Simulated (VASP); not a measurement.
# Zr (Cmcm) in VASP: single point with PBE

Aim: the single point of Zr with PBE.

Program: VASP 6.6.1. These are calculated values, not measurements. Logs are shortened: lines on timing, memory, paths and dates and some standing lists are left out, and cuts for length are marked.

## 1. The cell of the first run

Symmetry: Cmcm, No. 63, orthorhombic system. Conventional cell: a = 3.167 Å, b = 5.710 Å, c = 5.147 Å, α = 90.00°, β = 90.00°, γ = 90.00°. Within 4.2 Å of Zr (site symmetry m2m) lie 12 Zr at 3.17 to 3.26 Å.

## 2. Single point, PBE (strain -0.0200 x Voigt [1, -1, 0, 0, 0, 0])

File INCAR:

```
SYSTEM = Zr
PREC = Accurate
ENCUT = 520
EDIFF = 1E-6
ISMEAR = 0
SIGMA = 0.15
LREAL = .FALSE.
LASPH = .TRUE.
NELM = 100
ALGO = Fast
ISIF = 2
LWAVE = .FALSE.
LCHARG = .TRUE.
GGA = PE
LELF = .TRUE.
LVHAR = .TRUE.
NBANDS = 19
```

File KPOINTS:

```
regular mesh
0
G
  18 18 10
  0 0 0
```

File POSCAR:

```
Zr
1.0
    3.1673582581      0.0000000000      0.0000000000
   -1.5836791290      2.8549724170      0.0000000000
    0.0000000000      0.0000000000      5.1470000000
Zr
2
Direct
    0.3333333333      0.6666666667      0.2500000000
    0.6666666667      0.3333333333      0.7500000000
```

Potentials or basis: VASP PAW PBE potentials, release 64 (Zr_sv).

Launch:

```bash
> cat potpaw_PBE.64/Zr_sv/POTCAR > POTCAR
> mpirun -np 1 vasp_std > vasp.out
```

OUTCAR:

```text
SYSTEM = Zr
   PREC = Accurate
   ENCUT = 520
   EDIFF = 1E-6
   ISMEAR = 0
   LREAL = .FALSE.
   LASPH = .TRUE.
   NELM = 100
   ISIF = 2
   GGA = PE

 ion  position               nearest neighbor table
   1  0.333  0.667  0.250-   2 3.17   2 3.17   2 3.17   2 3.17   2 3.20   2 3.20
   2  0.667  0.333  0.750-   1 3.17   1 3.17   1 3.17   1 3.17   1 3.20   1 3.20

  LATTYP: Found a base centered orthorhombic cell.
 ALAT       =     3.1673582581
 B/A-ratio  =     1.8027467589
 C/A-ratio  =     1.6250135225

  Lattice vectors:

 A1 = (   1.5836791290,  -2.8549724170,   0.0000000000)
 A2 = (   1.5836791291,   2.8549724170,   0.0000000000)
 A3 = (   0.0000000000,   0.0000000000,   5.1470000000)

Analysis of symmetry for initial positions (statically):
=====================================================================
 Subroutine PRICEL returns:
 Original cell was already a primitive cell.

 Routine SETGRP: Setting up the symmetry group for a
 base centered orthorhombic supercell.

 Subroutine GETGRP returns: Found  8 space group operations
 (whereof  4 operations were pure point group operations)
 out of a pool of  8 trial point group operations.

The static configuration has the point symmetry C_2h.
 The point group associated with its full space group is D_2h.

Analysis of symmetry for dynamics (positions and initial velocities):
=====================================================================
 Subroutine PRICEL returns:
 Original cell was already a primitive cell.

 Routine SETGRP: Setting up the symmetry group for a
 base centered orthorhombic supercell.

 Subroutine GETGRP returns: Found  8 space group operations
 (whereof  4 operations were pure point group operations)
 out of a pool of  8 trial point group operations.

The dynamic configuration has the point symmetry C_2h.
 The point group associated with its full space group is D_2h.

 Subroutine INISYM returns: Found  8 space group operations
 (whereof  4 operations are pure point group operations),
 and found     1 'primitive' translations

----------------------------------------------------------------------------------------

                                     Primitive cell

  volume of cell :      46.5429

  direct lattice vectors                    reciprocal lattice vectors
     3.167358258  0.000000000  0.000000000     0.315720521  0.175133041  0.000000000
    -1.583679129  2.854972417  0.000000000     0.000000000  0.350266081  0.000000000
     0.000000000  0.000000000  5.147000000     0.000000000  0.000000000  0.194287935

  length of vectors
     3.167358258  3.264798169  5.147000000     0.361041590  0.350266081  0.194287935

  position of ions in fractional coordinates (direct lattice)
     0.333333333  0.666666667  0.250000000
     0.666666667  0.333333333  0.750000000

  ion indices of the primitive-cell ions
   primitive index   ion index
                 1           1
                 2           2

----------------------------------------------------------------------------------------

 KPOINTS: regular mesh

Automatic generation of k-mesh.
 Grid dimensions read from file:
 generate k-points for:   18   18   10

 Generating k-lattice:

  Cartesian coordinates                     Fractional coordinates (reciprocal lattice)
     0.017540029  0.009729613  0.000000000     0.055555556  0.000000000  0.000000000
     0.000000000  0.019459227  0.000000000     0.000000000  0.055555556  0.000000000
     0.000000000  0.000000000  0.019428793     0.000000000  0.000000000  0.100000000

  Length of vectors
     0.020057866  0.019459227  0.019428793

  Shift w.r.t. Gamma in fractional coordinates (k-lattice)
     0.000000000  0.000000000  0.000000000

 Subroutine IBZKPT returns following result:
 ===========================================

 Found    546 irreducible k-points:

 Following reciprocal coordinates:
            Coordinates               Weight
  0.000000  0.000000  0.000000      1.000000
  0.055556 -0.000000  0.000000      4.000000
  0.111111 -0.000000  0.000000      4.000000
  0.166667  0.000000  0.000000      4.000000
  0.222222  0.000000  0.000000      4.000000
  0.277778  0.000000  0.000000      4.000000
[... 16 lines left out ...]
 -0.333333  0.055556  0.000000      4.000000
 -0.277778  0.055556  0.000000      4.000000
 [... further k-points ...]
   k-points           NKPTS =    546   k-points in BZ     NKDIM =    546   number of bands    NBANDS=     19
   number of dos      NEDOS =    301   number of ions     NIONS =      2
   total plane-waves  NPLWV =  23040
   dimension x,y,z NGX =    24 NGY =   24 NGZ =   40
   dimension x,y,z NGXF=    48 NGYF=   48 NGZF=   80
   ions per type =               2
   NGX,Y,Z   is equivalent  to a cutoff of  12.60, 12.22, 12.92 a.u.
   NGXF,Y,Z  is equivalent  to a cutoff of  25.19, 24.44, 25.84 a.u.
 SYSTEM =  Zr
   PREC   = accura    normal or accurate (medium, high low for compatibility)
   ISTART =      0    job   : 0-new  1-cont  2-samecut
   ICHARG =      2    charge: 1-file 2-atom 10-const
   ISPIN  =      1    spin polarized calculation?
   LNONCOLLINEAR =      F non collinear calculations
   LSORBIT =      F    spin-orbit coupling
   LASPH  =      T    aspherical Exc in radial PAW
   ENCUT  =  520.0 eV  38.22 Ry    6.18 a.u.   5.89  6.07  9.57*2*pi/ulx,y,z
   NELM   =    100;   NELMIN=  2; NELMDL= -5     # of ELM steps
   EDIFF  = 0.1E-05   stopping-criterion for ELM
   LREAL  =      F    real-space projection
   EDIFFG = 0.1E-04   stopping-criterion for IOM
   NSW    =      0    number of steps for IOM
   IBRION =     -1    ionic relax: 0-MD 1-quasi-New 2-CG
   NFREE  =      0    steps in history (QN), initial steepest desc. (CG)
   ISIF   =      2    stress and relaxation
   ISYM   =      2    0-nonsym 1-usesym 2-fastsym
   POTIM  = 0.5000    time-step for ionic-motion
   TEBEG  =    0.0;   TEEND  =   0.0 temperature during run
   PSTRESS=    0.0 pullay stress
   NELECT =      24.0000    total number of electrons
   NUPDOWN=      -1.0000    fix difference up-down
   EMIN   =  10.00;   EMAX   =-10.00  energy-range for DOS
   EFERMI =   0.00;   METHOD = LEGACY
   ISMEAR =     0;   SIGMA  =   0.15  broadening in eV -4-tet -1-fermi 0-gaus
   EFERMI_NEDOS =   21; number of points for ismear=-14 and -15
   IALGO  =     68    algorithm
   IMIX   =      4    mixing-type and parameters
     AMIX     =   0.40;   BMIX     =  1.00
     AMIX_MAG =   1.60;   BMIX_MAG =  1.00
  volume/ion in A,a.u.               =      23.27       157.04
  Fermi-wavevector in a.u.,A,eV,Ry     =   1.312787  2.480807 23.448400  1.723409
  Thomas-Fermi vector in A             =   2.443155
   LORBIT       =      0    0 simple, 1 ext, 2 COOP (PROOUT), +10 PAW based schemes
   GGA     = PE    functional components
   LHFCALC =     F    Hartree Fock is set to
   AEXX    =    0.0000 exact exchange contribution
   IVDW    =     0    specifies the selected vdW correction
   LEPSILON=     F    determine dielectric tensor
   LRPA    =     F    only Hartree local field effects (RPA)
 non-spin polarized calculation
 RMM-DIIS sequential band-by-band and
 Gauss-broadening in eV      SIGMA  =   0.15
  energy-cutoff  :      520.00
  volume of cell :       46.54
 maximum number of plane-waves:      1270
   NGX = 11   NGY = 13   NGZ = 19

 number of electron      24.0000000 magnetization

 Free energy of the ion-electron system (eV)
  ---------------------------------------------------
  ext. energy  EPLUGINS =         0.00000000
  ---------------------------------------------------
  free energy    TOTEN  =       -17.04023418 eV

  energy without entropy =      -17.01691817  energy(sigma->0) =      -17.02857618

 E-fermi :   8.9889     XC(G=0): -11.0831

 val. band max:        8.9880801156   @ k =   0.3333   0.2778   0.3000
 cond. band min:       8.9935592600   @ k =  -0.1667   0.0556   0.1000
 fundamental gap:      0.0054791444
 Fermi energy:         8.9888676025

 k-point     1 :       0.0000    0.0000    0.0000
  band No.  band energies     occupation
      1     -39.8375      2.00000
      2     -39.6828      2.00000
      3     -18.3613      2.00000
      4     -17.5159      2.00000
      5     -17.4623      2.00000
      6     -17.3749      2.00000
[... 11 lines left out ...]
     18      11.2387      0.00000
     19      13.3313      0.00000

 k-point     2 :       0.0556   -0.0000    0.0000
  band No.  band energies     occupation
      1     -39.8338      2.00000
      2     -39.6812      2.00000
      3     -18.3515      2.00000
      4     -17.5255      2.00000
      5     -17.4826      2.00000
      6     -17.3817      2.00000
[... 11 lines left out ...]
     18      11.1271      0.00000
     19      13.4220      0.00000

 k-point     3 :       0.1111   -0.0000    0.0000
  band No.  band energies     occupation
      1     -39.8229      2.00000
      2     -39.6765      2.00000
      3     -18.3227      2.00000
      4     -17.5668      2.00000
      5     -17.5264      2.00000
      6     -17.4257      2.00000
[... 11 lines left out ...]
     18      10.8937      0.00000
     19      13.5878      0.00000

 k-point     4 :       0.1667    0.0000    0.0000
  band No.  band energies     occupation
      1     -39.8059      2.00000
      2     -39.6697      2.00000
      3     -18.2765      2.00000
      4     -17.6586      2.00000
      5     -17.5630      2.00000
      6     -17.5196      2.00000
[... 407 lines left out ...]
     18      13.5621      0.00000
     19      14.1479      0.00000

 k-point    23 :      -0.3333    0.0556    0.0000
  band No.  band energies     occupation
      1     -39.7451      2.00000
      2     -39.6500      2.00000
      3     -18.0986      2.00000
      4     -17.9729      2.00000
      5     -17.8424      2.00000
      6     -17.6464      2.00000
[... 11 lines left out ...]
     18      12.7761      0.00000
     19      14.0761      0.00000

 k-point    24 :      -0.2778    0.0556    0.0000
  band No.  band energies     occupation
      1     -39.7691      2.00000
      2     -39.6564      2.00000
      3     -18.1728      2.00000
      4     -17.8512      2.00000
      5     -17.7365      2.00000
      6     -17.6029      2.00000
[... 11 lines left out ...]
     18      12.0542      0.00000
     19      13.9681      0.00000

 [... further k-points ...]

------------------------ aborting loop because EDIFF is reached ----------------------------------------

  FORCE on cell =-STRESS in cart. coord.  units (eV):
  Direction    XX          YY          ZZ          XY          YZ          ZX
  --------------------------------------------------------------------------------------
  -------------------------------------------------------------------------------------
  Total        0.6856273     -0.4375160      0.2044217     -0.0000000      0.0000000      0.0000000
  in kB       23.6018143    -15.0609105      7.0369457     -0.0000000      0.0000000      0.0000000
  external PRESSURE =       5.1926165 kB  Pullay stress =       0.0000000 kB

 VOLUME and BASIS-vectors are now :
 -----------------------------------------------------------------------------
  energy-cutoff  :      520.00
  volume of cell :       46.54
      direct lattice vectors                 reciprocal lattice vectors
     3.167358258  0.000000000  0.000000000     0.315720521  0.175133041  0.000000000
    -1.583679129  2.854972417  0.000000000     0.000000000  0.350266081  0.000000000
     0.000000000  0.000000000  5.147000000     0.000000000  0.000000000  0.194287935

 POSITION                                       TOTAL-FORCE (eV/Angst)
 -----------------------------------------------------------------------------------
     -0.00000      1.90331      1.28675         0.000000      0.066942      0.000000
      1.58368      0.95166      3.86025        -0.000000     -0.066942      0.000000
 -----------------------------------------------------------------------------------
    total drift:                               -0.000000      0.000000     -0.000000

  FREE ENERGIE OF THE ION-ELECTRON SYSTEM (eV)
  ---------------------------------------------------
  free  energy   TOTEN  =       -17.0402341834 eV

  energy  without entropy=      -17.0169181725  energy(sigma->0) =      -17.02857618
```

It took 7.4 min on 1 thread of Intel Xeon Platinum 8488C (Sapphire Rapids), shared host; peak memory 0.46 GiB.

What came out:

```
Free energy            : -17.0402 eV
Pressure               : 0.5 GPa
Largest force          : 0.067 eV/Å
Band gap on the k mesh : zero (bands 12 and 13 overlap by 1.29 eV)
```

Forces on the atoms (eV/Å):
```
Zr   0.000  0.067  0.000
Zr   0.000 -0.067  0.000
```

Caveat: the cell differs from its parent crystal (strain -0.0200 x Voigt [1, -1, 0, 0, 0, 0]).
